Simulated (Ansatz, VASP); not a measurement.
Zr in VASP and in Ansatz

```xyz
2
Lattice="3.1900 0.0000 0.0000 -1.5950 2.7626 0.0000 0.0000 0.0000 5.1100" Properties=species:S:1:pos:R:3 pbc="T T T"
Zr    0.0000    1.8417    1.2775
Zr    1.5950    0.9209    3.8325
```

Alike in both runs: task relaxation of cell and atoms; functional PBE; dispersion D3(BJ); k mesh 15 × 15 × 8; occupations gaussian, width 0.1 eV; no spin polarisation.

|  | VASP | Ansatz |
| --- | --- | --- |
| version | VASP 6.6.1 | Ansatz 0.2.0 |
| potentials or method | VASP PAW PBE potentials, release 64 (Zr_sv), cutoff 500 eV | scalar-relativistic, plane waves, PAW |
| valence electrons in the cell | 24 | 24 |

```csv
,VASP,Ansatz,Ansatz less VASP
"gap on the k mesh at the Fermi level, each at its own relaxed structure (eV)",none,none,-
relaxed volume (Å³/atom),22.45,22.45,0.000
relaxed cell length with the largest relative difference (Å),3.184,3.184,0.0000
```

A gap of «none» marks a metal or a gap that the smearing closes.
